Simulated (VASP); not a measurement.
# Sn2O3 (Pn-3m) in VASP: a series of runs

Runs on Sn2O3. Level: PBE. Tasks: single point.

Program: VASP 6.6.1. These are calculated values, not measurements. Logs are shortened: lines on timing, memory, paths and dates and some standing lists are left out, and cuts for length are marked.

**1. The cell of the first run**

It takes space group Pn-3m (No. 224, cubic). The conventional cell has a = 5.183 Å, b = 5.183 Å, c = 5.183 Å, α = 90.00°, β = 90.00°, γ = 90.00°. Within 3.0 Å of Sn (site symmetry -3m) lie 6 O at 2.24 Å. O (site symmetry -42m) has 4 Sn at 2.24 Å and 4 O at 2.59 Å within 3.0 Å.

**2. Single point, PBE**

INCAR

```
SYSTEM = Sn2O3
PREC     = Accurate       ! precision mode
ENCUT    = 520            ! plane-wave cutoff, eV
EDIFF    = 1E-7           ! SCF threshold, eV
ISMEAR   = -1             ! smearing method
SIGMA    = 0.06122561905347299 ! smearing width, eV
LREAL    = .FALSE.        ! projectors in reciprocal space
LASPH    = .TRUE.         ! aspherical terms in the spheres
NELM     = 80             ! most SCF steps
ALGO     = Normal         ! electronic algorithm
ISIF     = 2              ! what is computed and relaxed
LWAVE    = .FALSE.        ! write WAVECAR
LCHARG   = .FALSE.        ! write CHGCAR
GGA      = PE             ! functional
NBANDS   = 57             ! bands
```

KPOINTS

```
regular mesh
0
G
  11 11 11
  0 0 0
```

POSCAR

```
Sn2O3
1.0
    5.1825499545      0.0000000000      0.0000000000
    0.0000000000      5.1825499545      0.0000000000
    0.0000000000      0.0000000000      5.1825499545
Sn O
4 6
Direct
    0.2500000000      0.2500000000      0.2500000000
    0.7500000000      0.7500000000      0.2500000000
    0.7500000000      0.2500000000      0.7500000000
    0.2500000000      0.7500000000      0.7500000000
    0.5000000000      0.0000000000      0.0000000000
    0.0000000000      0.5000000000      0.0000000000
    0.0000000000      0.0000000000      0.5000000000
    0.5000000000      0.5000000000      0.0000000000
    0.5000000000      0.0000000000      0.5000000000
    0.0000000000      0.5000000000      0.5000000000
```

Potentials or basis: VASP PAW PBE potentials, release 64 (Sn_d, O).

Started as:

```
$ cat potpaw_PBE.64/Sn_d/POTCAR potpaw_PBE.64/O/POTCAR > POTCAR
$ mpirun -np 1 vasp_std > vasp.out
```

OUTCAR:

```text
SYSTEM = Sn2O3
   PREC = Accurate
   ENCUT = 520
   EDIFF = 1E-7
   ISMEAR = -1
   LREAL = .FALSE.
   LASPH = .TRUE.
   NELM = 80
   ISIF = 2
   GGA = PE

 ion  position               nearest neighbor table
   1  0.250  0.250  0.250-   5 2.24   6 2.24   7 2.24   8 2.24   9 2.24  10 2.24   2 3.66   3 3.66
                             4 3.66   3 3.66   4 3.66   2 3.66   4 3.66   4 3.66   2 3.66   3 3.66
   2  0.750  0.750  0.250-   5 2.24   6 2.24   7 2.24   8 2.24   9 2.24  10 2.24   1 3.66   3 3.66
                             4 3.66   3 3.66   4 3.66   1 3.66   3 3.66   3 3.66   1 3.66   4 3.66
   3  0.750  0.250  0.750-   5 2.24   6 2.24   7 2.24   8 2.24   9 2.24  10 2.24   1 3.66   2 3.66
                             4 3.66   1 3.66   2 3.66   2 3.66   4 3.66   2 3.66   1 3.66   4 3.66
   4  0.250  0.750  0.750-   5 2.24   6 2.24   7 2.24   8 2.24   9 2.24  10 2.24   1 3.66   2 3.66
                             3 3.66   1 3.66   2 3.66   1 3.66   3 3.66   1 3.66   2 3.66   3 3.66
   5  0.500  0.000  0.000-   1 2.24   2 2.24   3 2.24   4 2.24
   6  0.000  0.500  0.000-   1 2.24   2 2.24   3 2.24   4 2.24
   7  0.000  0.000  0.500-   1 2.24   2 2.24   3 2.24   4 2.24
   8  0.500  0.500  0.000-   1 2.24   2 2.24   3 2.24   4 2.24
   9  0.500  0.000  0.500-   1 2.24   2 2.24   3 2.24   4 2.24
  10  0.000  0.500  0.500-   1 2.24   2 2.24   3 2.24   4 2.24

  LATTYP: Found a simple cubic cell.
 ALAT       =     5.1825499545

  Lattice vectors:

 A1 = (   5.1825499545,   0.0000000000,   0.0000000000)
 A2 = (   0.0000000000,   5.1825499545,   0.0000000000)
 A3 = (   0.0000000000,   0.0000000000,   5.1825499545)

Analysis of symmetry for initial positions (statically):
=====================================================================
 Subroutine PRICEL returns:
 Original cell was already a primitive cell.

 Routine SETGRP: Setting up the symmetry group for a
 simple cubic supercell.

 Subroutine GETGRP returns: Found 48 space group operations
 (whereof 24 operations were pure point group operations)
 out of a pool of 48 trial point group operations.

The static configuration has the point symmetry T_d .
 The point group associated with its full space group is O_h .

Analysis of symmetry for dynamics (positions and initial velocities):
=====================================================================
 Subroutine PRICEL returns:
 Original cell was already a primitive cell.

 Routine SETGRP: Setting up the symmetry group for a
 simple cubic supercell.

 Subroutine GETGRP returns: Found 48 space group operations
 (whereof 24 operations were pure point group operations)
 out of a pool of 48 trial point group operations.

The dynamic configuration has the point symmetry T_d .
 The point group associated with its full space group is O_h .

 Subroutine INISYM returns: Found 48 space group operations
 (whereof 24 operations are pure point group operations),
 and found     1 'primitive' translations

----------------------------------------------------------------------------------------

                                     Primitive cell

  volume of cell :     139.1972

  direct lattice vectors                    reciprocal lattice vectors
     5.182549954  0.000000000  0.000000000     0.192955207  0.000000000  0.000000000
     0.000000000  5.182549954  0.000000000     0.000000000  0.192955207  0.000000000
     0.000000000  0.000000000  5.182549954     0.000000000  0.000000000  0.192955207

  length of vectors
     5.182549954  5.182549954  5.182549954     0.192955207  0.192955207  0.192955207

  position of ions in fractional coordinates (direct lattice)
     0.250000000  0.250000000  0.250000000
     0.750000000  0.750000000  0.250000000
     0.750000000  0.250000000  0.750000000
     0.250000000  0.750000000  0.750000000
     0.500000000  0.000000000  0.000000000
     0.000000000  0.500000000  0.000000000
     0.000000000  0.000000000  0.500000000
     0.500000000  0.500000000  0.000000000
     0.500000000  0.000000000  0.500000000
     0.000000000  0.500000000  0.500000000

  ion indices of the primitive-cell ions
   primitive index   ion index
                 1           1
                 2           2
                 3           3
                 4           4
                 5           5
                 6           6
                 7           7
                 8           8
                 9           9
                10          10

----------------------------------------------------------------------------------------

 KPOINTS: regular mesh

Automatic generation of k-mesh.
 Grid dimensions read from file:
 generate k-points for:   11   11   11

 Generating k-lattice:

  Cartesian coordinates                     Fractional coordinates (reciprocal lattice)
     0.017541382  0.000000000  0.000000000     0.090909091  0.000000000  0.000000000
     0.000000000  0.017541382  0.000000000     0.000000000  0.090909091  0.000000000
[... 35 lines left out ...]
   ISTART =      0    job   : 0-new  1-cont  2-samecut
   ICHARG =      2    charge: 1-file 2-atom 10-const
   ISPIN  =      1    spin polarized calculation?
   LNONCOLLINEAR =      F non collinear calculations
   LSORBIT =      F    spin-orbit coupling
   LASPH  =      T    aspherical Exc in radial PAW
   ENCUT  =  520.0 eV  38.22 Ry    6.18 a.u.   9.64  9.64  9.64*2*pi/ulx,y,z
   NELM   =     80;   NELMIN=  2; NELMDL= -5     # of ELM steps
   EDIFF  = 0.1E-06   stopping-criterion for ELM
   LREAL  =      F    real-space projection
   EDIFFG = 0.1E-05   stopping-criterion for IOM
   NSW    =      0    number of steps for IOM
   IBRION =     -1    ionic relax: 0-MD 1-quasi-New 2-CG
   NFREE  =      0    steps in history (QN), initial steepest desc. (CG)
   ISIF   =      2    stress and relaxation
   ISYM   =      2    0-nonsym 1-usesym 2-fastsym
   POTIM  = 0.5000    time-step for ionic-motion
   TEBEG  =    0.0;   TEEND  =   0.0 temperature during run
   PSTRESS=    0.0 pullay stress
   NELECT =      92.0000    total number of electrons
   NUPDOWN=      -1.0000    fix difference up-down
   EMIN   =  10.00;   EMAX   =-10.00  energy-range for DOS
   EFERMI =   0.00;   METHOD = LEGACY
   ISMEAR =    -1;   SIGMA  =   0.06  broadening in eV -4-tet -1-fermi 0-gaus
   EFERMI_NEDOS =   21; number of points for ismear=-14 and -15
   IALGO  =     38    algorithm
   IMIX   =      4    mixing-type and parameters
     AMIX     =   0.40;   BMIX     =  1.00
     AMIX_MAG =   1.60;   BMIX_MAG =  1.00
  volume/ion in A,a.u.               =      13.92        93.93
  Fermi-wavevector in a.u.,A,eV,Ry     =   1.426025  2.694797 27.668108  2.033549
  Thomas-Fermi vector in A             =   2.546347
   LORBIT       =      0    0 simple, 1 ext, 2 COOP (PROOUT), +10 PAW based schemes
   GGA     = PE    functional components
   LHFCALC =     F    Hartree Fock is set to
   AEXX    =    0.0000 exact exchange contribution
   IVDW    =     0    specifies the selected vdW correction
   LEPSILON=     F    determine dielectric tensor
   LRPA    =     F    only Hartree local field effects (RPA)
 non-spin polarized calculation
  energy-cutoff  :      520.00
  volume of cell :      139.20
 maximum number of plane-waves:      3787
 NGX is ok and might be reduce to    40
   NGX = 19   NGY = 19   NGZ = 19

 number of electron      91.9999963 magnetization

 Free energy of the ion-electron system (eV)
  ---------------------------------------------------
  ext. energy  EPLUGINS =         0.00000000
  ---------------------------------------------------
  free energy    TOTEN  =       -54.80763584 eV

  energy without entropy =      -54.77190565  energy(sigma->0) =      -54.78977075

 E-fermi :   8.5877     XC(G=0): -10.9819

 val. band max:        8.5874466081   @ k =   0.4545   0.4545   0.4545
 cond. band min:       8.5938687189   @ k =   0.4545   0.3636   0.3636
 fundamental gap:      0.0064221107
 Fermi energy:         8.5876779130

 k-point     1 :       0.0000    0.0000    0.0000
  band No.  band energies     occupation
      1     -14.4254      2.00000
      2     -14.4254      2.00000
      3     -14.2008      2.00000
      4     -13.9428      2.00000
      5     -13.9428      2.00000
      6     -13.9428      2.00000
[... 1429 lines left out ...]
     56      14.6878      0.00000
     57      14.7664      0.00000

 [... further k-points ...]

------------------------ aborting loop because EDIFF is reached ----------------------------------------

  FORCE on cell =-STRESS in cart. coord.  units (eV):
  Direction    XX          YY          ZZ          XY          YZ          ZX
  --------------------------------------------------------------------------------------
  -------------------------------------------------------------------------------------
  Total        4.4651890      4.4651890      4.4651890      0.0000000      0.0000000      0.0000000
  in kB       51.3948901     51.3948901     51.3948901      0.0000000      0.0000000      0.0000000
  external PRESSURE =      51.3948901 kB  Pullay stress =       0.0000000 kB

 VOLUME and BASIS-vectors are now :
 -----------------------------------------------------------------------------
  energy-cutoff  :      520.00
  volume of cell :      139.20
      direct lattice vectors                 reciprocal lattice vectors
     5.182549954  0.000000000  0.000000000     0.192955207  0.000000000  0.000000000
     0.000000000  5.182549954  0.000000000     0.000000000  0.192955207  0.000000000
     0.000000000  0.000000000  5.182549954     0.000000000  0.000000000  0.192955207

 POSITION                                       TOTAL-FORCE (eV/Angst)
 -----------------------------------------------------------------------------------
      1.29564      1.29564      1.29564         0.000000      0.000000     -0.000000
      3.88691      3.88691      1.29564        -0.000000      0.000000     -0.000000
      3.88691      1.29564      3.88691         0.000000     -0.000000      0.000000
      1.29564      3.88691      3.88691        -0.000000      0.000000      0.000000
      2.59127      0.00000      0.00000        -0.000000     -0.000000      0.000000
      0.00000      2.59127      0.00000         0.000000     -0.000000      0.000000
      0.00000      0.00000      2.59127        -0.000000     -0.000000     -0.000000
      2.59127      2.59127      0.00000        -0.000000     -0.000000     -0.000000
      2.59127      0.00000      2.59127        -0.000000     -0.000000     -0.000000
      0.00000      2.59127      2.59127        -0.000000     -0.000000     -0.000000
 -----------------------------------------------------------------------------------
    total drift:                               -0.000000      0.000000     -0.000000

  FREE ENERGIE OF THE ION-ELECTRON SYSTEM (eV)
  ---------------------------------------------------
  free  energy   TOTEN  =       -54.8076358432 eV

  energy  without entropy=      -54.7719056508  energy(sigma->0) =      -54.78977075
```

Wall time 6 min (1 thread of AMD EPYC 7R13 (Zen 3), shared host); peak memory 0.41 GiB.

What came out:

```yaml
Free_energy: -54.8076 eV
Pressure: 5.1 GPa
Band_gap_on_the_k_mesh: zero (bands 46 and 47 overlap by 0.28 eV)
```

Levels at points of the mesh, in eV from the Fermi level:
```tsv
k point	band 44	band 45	band 46	band 47	band 48	band 49
(0.00, 0.00, 0.00)	-2.47	-2.47	-2.36	0.40	0.40	0.40
```

Caveat: the cell stands under pressure; semilocal functionals underestimate gaps, so a narrow gap can read as zero; spin-orbit coupling is left out, which moves the levels of the heavy elements.

**3. Single point, PBE**

This run uses another cell than the first one, of 13.63 Å³/atom.

INCAR

```
SYSTEM = Sn2O3
PREC = Accurate ; ENCUT = 520
EDIFF = 1E-6 ; ISMEAR = -1
SIGMA = 0.06122561905347299 ; LREAL = .FALSE.
LASPH = .TRUE. ; NELM = 80
ALGO = Normal ; ISIF = 2
LWAVE = .FALSE. ; LCHARG = .FALSE.
GGA = PE ; NBANDS = 57
```

KPOINTS is that of step 2.

POSCAR, as its differences from that of step 2:

```diff
@@ -2,5 +2,5 @@
 1.0
-    5.1825499545      0.0000000000      0.0000000000
-    0.0000000000      5.1825499545      0.0000000000
-    0.0000000000      0.0000000000      5.1825499545
+    5.1463071607      0.0000000000      0.0000000000
+    0.0000000000      5.1463071607      0.0000000000
+    0.0000000000      0.0000000000      5.1463071607
 Sn O
```

Potentials or basis: VASP PAW PBE potentials, release 64 (Sn_d, O).

Started as:

```
$ cat potpaw_PBE.64/Sn_d/POTCAR potpaw_PBE.64/O/POTCAR > POTCAR
$ mpirun -np 1 vasp_std > vasp.out
```

Wall time 4.3 min (1 thread of Intel Xeon 6975P-C (Granite Rapids), shared host); peak memory 0.44 GiB.

The run converged. Its results:

```
Free energy            : -54.6852 eV
Pressure               : 8.0 GPa
Band gap on the k mesh : zero (bands 46 and 47 overlap by 0.28 eV)
```

Levels at points of the mesh, in eV from the Fermi level:
```tsv
k point	band 42	band 43	band 44	band 45	band 46	band 47	band 48	band 49	band 50	band 51
(0.00, 0.00, 0.00)	-3.11	-2.59	-2.59	-2.59	-2.48	0.42	0.42	0.42	4.37	4.37
```

Caveat: the cell stands under pressure; semilocal functionals underestimate gaps, so a narrow gap can read as zero; spin-orbit coupling is left out, which moves the levels of the heavy elements.

**4. Single point, PBE**

This run uses another cell than the first one, of 14.50 Å³/atom.

INCAR

```
ALGO = Normal ; EDIFF = 1E-6
ENCUT = 520 ; GGA = PE
ISIF = 2 ; ISMEAR = -1
LASPH = True ; LCHARG = False
LREAL = False ; LWAVE = False
NBANDS = 57 ; NELM = 60
PREC = Accurate ; SIGMA = 0.06122561905347299
```

KPOINTS

```
k-points
0
Gamma
  11 11 11
```

POSCAR, as its differences from that of step 3:

```diff
@@ -2,5 +2,5 @@
 1.0
-    5.1463071607      0.0000000000      0.0000000000
-    0.0000000000      5.1463071607      0.0000000000
-    0.0000000000      0.0000000000      5.1463071607
+    5.2535526126      0.0000000000      0.0000000000
+    0.0000000000      5.2535526126      0.0000000000
+    0.0000000000      0.0000000000      5.2535526126
 Sn O
```

Started as:

```
$ cat potpaw_PBE.64/Sn_d/POTCAR potpaw_PBE.64/O/POTCAR > POTCAR
$ mpirun -np 1 vasp_std > vasp.out
```

It took 10 min on 1 thread of AMD EPYC 7R43 (Zen 3), shared host; peak memory 0.39 GiB.

The run converged. Its results:

```yaml
Free_energy: -54.9090 eV
Pressure: 0.2 GPa
Band_gap_on_the_k_mesh: zero (bands 46 and 47 overlap by 0.28 eV)
```

Levels at points of the mesh, in eV from the Fermi level:
| k point | band 43 | band 44 | band 45 | band 46 | band 47 | band 48 | band 49 | band 50 |
| --- | --- | --- | --- | --- | --- | --- | --- | --- |
| (0.00, 0.00, 0.00) | -2.24 | -2.24 | -2.24 | -2.13 | 0.36 | 0.36 | 0.36 | 4.33 |

Caveat: semilocal functionals underestimate gaps, so a narrow gap can read as zero; spin-orbit coupling is left out, which moves the levels of the heavy elements.

**5. Single point, PBE**

This run uses another cell than the first one, of 14.79 Å³/atom.

INCAR

```
SYSTEM = Sn2O3
ALGO     = Normal         ! electronic algorithm
EDIFF    = 1E-6           ! SCF threshold, eV
ENCUT    = 520            ! plane-wave cutoff, eV
GGA      = PE             ! functional
ISIF     = 2              ! what is computed and relaxed
ISMEAR   = -1             ! smearing method
LASPH    = .TRUE.         ! aspherical terms in the spheres
LCHARG   = .FALSE.        ! write CHGCAR
LREAL    = .FALSE.        ! projectors in reciprocal space
LWAVE    = .FALSE.        ! write WAVECAR
NBANDS   = 57             ! bands
NELM     = 100            ! most SCF steps
PREC     = Accurate       ! precision mode
SIGMA    = 0.06122561905347299 ! smearing width, eV
```

KPOINTS

```
k-points
0
G
  11 11 11
  0 0 0
```

POSCAR, as its differences from that of step 4:

```diff
@@ -2,5 +2,5 @@
 1.0
-    5.2535526126      0.0000000000      0.0000000000
-    0.0000000000      5.2535526126      0.0000000000
-    0.0000000000      0.0000000000      5.2535526126
+    5.2883453657      0.0000000000      0.0000000000
+    0.0000000000      5.2883453657      0.0000000000
+    0.0000000000      0.0000000000      5.2883453657
 Sn O
```

Started as:

```
$ cat potpaw_PBE.64/Sn_d/POTCAR potpaw_PBE.64/O/POTCAR > POTCAR
$ mpirun -np 1 vasp_std > vasp.out
```

It took 6.4 min on 1 thread of Intel Xeon Platinum 8375C at 2.90GHz (Ice Lake), shared host; peak memory 0.45 GiB.

It converged, with:

| Item | Value |
| --- | --- |
| Free energy | -54.8979 eV |
| Pressure | -1.8 GPa |
| Band gap on the k mesh | zero (bands 46 and 47 overlap by 0.22 eV) |

Levels at points of the mesh, in eV from the Fermi level:
| k point | band 43 | band 44 | band 45 | band 46 | band 47 | band 48 | band 49 | band 50 |
| --- | --- | --- | --- | --- | --- | --- | --- | --- |
| (0.00, 0.00, 0.00) | -2.14 | -2.14 | -2.14 | -2.02 | 0.34 | 0.34 | 0.34 | 4.31 |

Caveat: semilocal functionals underestimate gaps, so a narrow gap can read as zero; spin-orbit coupling is left out, which moves the levels of the heavy elements.

**6. Single point, PBE**

This run uses another cell than the first one, of 15.37 Å³/atom.

INCAR

```
ALGO     = Normal         # electronic algorithm
EDIFF    = 1E-6           # SCF threshold, eV
ENCUT    = 520            # plane-wave cutoff, eV
GGA      = PE             # functional
ISIF     = 2              # what is computed and relaxed
ISMEAR   = -1             # smearing method
LASPH    = T              # aspherical terms in the spheres
LCHARG   = F              # write CHGCAR
LREAL    = F              # projectors in reciprocal space
LWAVE    = F              # write WAVECAR
NBANDS   = 57             # bands
NELM     = 80             # most SCF steps
PREC     = Accurate       # precision mode
SIGMA    = 0.06122561905347299 # smearing width, eV
```

KPOINTS

```
k-points
0
Gamma
  11 11 11
```

POSCAR, as its differences from that of step 5:

```diff
@@ -2,5 +2,5 @@
 1.0
-    5.2883453657      0.0000000000      0.0000000000
-    0.0000000000      5.2883453657      0.0000000000
-    0.0000000000      0.0000000000      5.2883453657
+    5.3565896071      0.0000000000      0.0000000000
+    0.0000000000      5.3565896071      0.0000000000
+    0.0000000000      0.0000000000      5.3565896071
 Sn O
```

Potentials or basis: VASP PAW PBE potentials, release 64 (Sn_d, O).

Started as:

```
$ cat potpaw_PBE.64/Sn_d/POTCAR potpaw_PBE.64/O/POTCAR > POTCAR
$ mpirun -np 1 vasp_std > vasp.out
```

Run time: 10 min. Hardware: 1 thread of Intel Xeon Platinum 8259CL at 2.50GHz (Skylake/Cascade Lake), shared host; peak memory 0.46 GiB.

Results (log left out):

| Quantity | Value |
| --- | --- |
| Free energy | -54.7733 eV |
| Pressure | -5.3 GPa |
| Band gap on the k mesh | zero (bands 46 and 47 overlap by 0.12 eV) |

Levels at points of the mesh, in eV from the Fermi level:
| k point | band 42 | band 43 | band 44 | band 45 | band 46 | band 47 | band 48 | band 49 | band 50 | band 51 |
| --- | --- | --- | --- | --- | --- | --- | --- | --- | --- | --- |
| (0.00, 0.00, 0.00) | -2.37 | -1.95 | -1.95 | -1.95 | -1.82 | 0.31 | 0.31 | 0.31 | 4.24 | 4.24 |

Caveat: the cell stands under tension; semilocal functionals underestimate gaps, so a narrow gap can read as zero; spin-orbit coupling is left out, which moves the levels of the heavy elements.

**7. Summary**

```csv
cell,gap on the mesh (eV),pressure (GPa)
"a = 5.183 Å, 10 atoms",none,5.1
"a = 5.146 Å, 10 atoms",none,8.0
"a = 5.254 Å, 10 atoms",none,0.2
"a = 5.288 Å, 10 atoms",none,-1.8
"a = 5.357 Å, 10 atoms",none,-5.3
```

Alike in all rows: task single point; level PBE; potentials or basis VASP PAW PBE potentials, release 64 (Sn_d, O); no spin polarisation; k mesh 11 × 11 × 11; cutoff (eV) 520; smearing fermi-dirac 0.0612256 eV.

Caveats: semilocal functionals underestimate gaps, so a narrow gap can read as zero; spin-orbit coupling is left out, which moves the levels of the heavy elements; the cell stands under pressure (at least some runs); the cell stands under tension (at least some runs).

Total energies depend on the potentials used, so only differences within one code and one set of settings carry meaning.
